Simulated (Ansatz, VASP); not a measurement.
## Two plane-wave programs on Ni

INCAR

```
ALGO     = Normal         # electronic algorithm
EDIFF    = 1E-6           # SCF threshold, eV
ENCUT    = 600            # plane-wave cutoff, eV
GGA      = RE             # functional
GGA_COMPAT= F            
ISIF     = 2              # what is computed and relaxed
ISMEAR   = -1             # smearing method
ISPIN    = 2              # spin polarisation
LASPH    = T              # aspherical terms in the spheres
LCHARG   = T              # write CHGCAR
LELF     = T              # ELF
LMAXMIX  = 4              # l up to which the mixer works
LORBIT   = 11             # projections on sites
LREAL    = F              # projectors in reciprocal space
LVHAR    = T            
LWAVE    = F              # write WAVECAR
MAGMOM   = 0.7 0.7        # initial moments
NBANDS   = 21             # bands
NELM     = 200            # most SCF steps
PREC     = Accurate       # precision mode
SIGMA    = 0.05           # smearing width, eV
```

File KPOINTS:

```
k-points
0
Gamma
  16 16 9
```

POSCAR

```
Ni
1.0
   -1.4022257769      1.7032902436      1.2498630658
    1.7032902436     -1.4022257769      1.2498630658
    2.9045551811      2.9045551811     -0.6984629435
Ni
2
Direct
    0.0416460737      0.9583539263      1.0000000000
    0.7083539263      0.2916460737      0.5000000000
```

Input for Ansatz:

```yaml
crystal:
  lattice:
    - [-1.4022257769, 1.7032902436, 1.2498630658]
    - [1.7032902436, -1.4022257769, 1.2498630658]
    - [2.9045551811, 2.9045551811, -0.6984629435]
  atoms:
    - { symbol: Ni, position: [0.0416460737, 0.9583539263, 1.0], spin: 0.7 }
    - { symbol: Ni, position: [0.7083539263, 0.2916460737, 0.5], spin: 0.7 }
hamiltonian:
  xc: revpbe
  pseudopotentials:
    kind: paw
    azcp:
      Ni: "pseudopotentials/Ni.paw.azcp"
basis:
  ecutwfc: 420
  fft_grid_basis: typed
kpoints:
  mp_grid: { grid: [16, 16, 9], shift: [0, 0, 0] }
magnetization:
  spin_polarized: true
scf:
  occupations: { method: fermi_dirac, width: 0.05 }
  lower_state_search: "off"
output:
  stress: true
  write_density: true
  write_potential: true
  elf: true
  volumetric_format: npy
```

Alike in both runs: task single point; functional revPBE; k mesh 16 × 16 × 9; occupations fermi-dirac, width 0.05 eV; collinear spin.

|  | VASP | Ansatz |
| --- | --- | --- |
| version | VASP 6.6.1 | Ansatz 0.2.0 |
| potentials or method | VASP PAW PBE potentials, release 64 (Ni), cutoff 600 eV | plane waves (420 eV) with PAW, scalar-relativistic |
| valence electrons in the cell | 20 | 36 |

Ansatz gave:

- pressure (GPa): -6.4
- traceless stress, the component that is largest in VASP (GPa): -0.14
- net moment per atom (μB): 0.69
- size of the moment on the site where the two differ most (μB): 0.73

**Question.** What did VASP give for the same quantities?

**Answer.** Pressure (GPa): -6.4; traceless stress, the component that is largest in VASP (GPa): -0.06; net moment per atom (μB): 0.66; size of the moment on the site where the two differ most (μB): 0.68.

VASP's potentials were made for PBE, not for revPBE. Site moments also hang on the region over which each program counts them. With one functional, cell and mesh, what is left measures potentials, basis and numerics. VASP's potentials hold 20 valence electrons a cell and Ansatz's 36, so a difference there can come from the potentials and not from the codes.
